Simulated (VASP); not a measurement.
# P: relaxation of cell and atoms with PBE

Crystal: P.

```xyz
1
Lattice="-1.6756 1.6756 2.5492 1.6756 -1.6756 2.5492 1.6756 1.6756 -2.5492" Properties=species:S:1:pos:R:3 pbc="T T T"
P     0.0000    0.0000    0.0000
```

```yaml
Program: VASP 6.6.1
Task: relaxation of cell and atoms
Functional: PBE
Potentials_or_basis: VASP PAW PBE potentials, release 64 (P)
Cutoff: 600 eV
k_mesh: 8 × 8 × 8
Occupations: gaussian, width 0.1 eV
Spin: no spin polarisation
Dipole_correction: no
Further_INCAR_settings: ALGO = Normal; EDIFF = 1e-06; IBRION = 2; EDIFFG = -0.04; NSW = 90; ISIF = 3
```

```
Relaxed volume                         : 15.56 Å³/atom
Relaxed cell                           : a = 3.205 Å, b = 3.205 Å, c = 3.205 Å, α = 136.22°, β = 136.22°, γ = 63.65°
Space group after relaxing (to 0.05 Å) : I4/mmm (No. 139)
Energy gained by relaxing              : 1488.6 meV/atom
Ionic steps                            : 13
Pressure after relaxing                : -0.1 GPa
```

Stress tensor (GPa, compression positive):
```
-0.06  0.00  0.00
 0.00 -0.06  0.00
 0.00  0.00 -0.33
```

Step by step:
```tsv
step	energy change (eV)	largest force (eV/Å)	pressure (GPa)	volume (Å³)
1	0.0000	0.0000	-15.76	28.63
2	-1.0522	0.0000	-13.71	18.47
3	-1.2409	0.0000	-4.13	15.42
4	-1.2551	0.0000	0.64	14.40
5	-1.2546	0.0000	-0.54	14.62
6	-1.2950	0.0000	-0.19	14.47
7	-1.4123	0.0000	7.79	13.84
8	-1.4350	0.0000	5.23	14.24
9	-1.4864	0.0000	-0.10	15.41
10	-1.4882	0.0000	-0.67	15.68
11	-1.4883	0.0000	-0.58	15.61
12	-1.4884	0.0000	-0.63	15.64
13	-1.4886	0.0000	-0.15	15.56
```

Final structure:
```
P
1.0
    -1.19511    1.19511    2.72345
     1.19511   -1.19511    2.72345
     1.19511    1.19511   -2.72345
P
1
Direct
  0.00000 0.00000 0.00000
```

Levels at points of the mesh, in eV from the Fermi level:
```csv
k point,band 1,band 2,band 3,band 4,band 5,band 6
"(0.00, 0.00, 0.00)",-15.73,1.26,6.33,8.05,8.05,9.14
"(0.50, 0.00, 0.00)",-9.74,-7.50,0.21,4.56,10.29,14.26
"(0.50, 0.50, 0.00)",-4.44,-4.03,-2.68,2.61,2.98,5.74
"(0.50, 0.50, 0.50)",-13.24,-7.56,6.57,6.57,7.74,11.96
```

Run time: 55 s on 1 thread of Intel Xeon 6975P-C (shared host), peak memory 0.16 GiB.

Caveat: the volume moved by over 15 % at a fixed basis, so the end points are rough.
